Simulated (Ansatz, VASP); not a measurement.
NaCl in VASP and in Ansatz

```
CELL_PARAMETERS angstrom
0.00000 2.85878 2.85878
2.85878 0.00000 2.85878
2.85878 2.85878 0.00000
ATOMIC_POSITIONS crystal
Na 0.00000 0.00000 0.00000
Cl 0.50000 0.50000 0.50000
```

Alike in both runs: functional r2SCAN; k mesh 10 × 10 × 10; occupations fermi-dirac, width 0.02 eV; no spin polarisation.

Ansatz relaxed the structure, and its values are those at the end. VASP's run is a single point on that final structure, the one shown.

```csv
,VASP,Ansatz
version,VASP 6.6.1,Ansatz 0.2.0
potentials or method,"VASP PAW PBE potentials, release 64 (Na_pv, Cl), cutoff 520 eV",PAW plane waves
valence electrons in the cell,14,16
```

Ansatz gave:

* gap on the k mesh at the Fermi level (eV): 5.73
* pressure (GPa): -1.4

Task: What did VASP give for the same quantities?

Result: gap on the k mesh at the Fermi level (eV): 5.76; pressure (GPa): -1.6.

VASP's potentials were made for PBE, not for r2SCAN. With one functional, cell and mesh, what is left measures potentials, basis and numerics. VASP's potentials hold 14 valence electrons a cell and Ansatz's 16, so a difference there can come from the potentials and not from the codes. Ansatz's warnings: stress scf threshold loose.
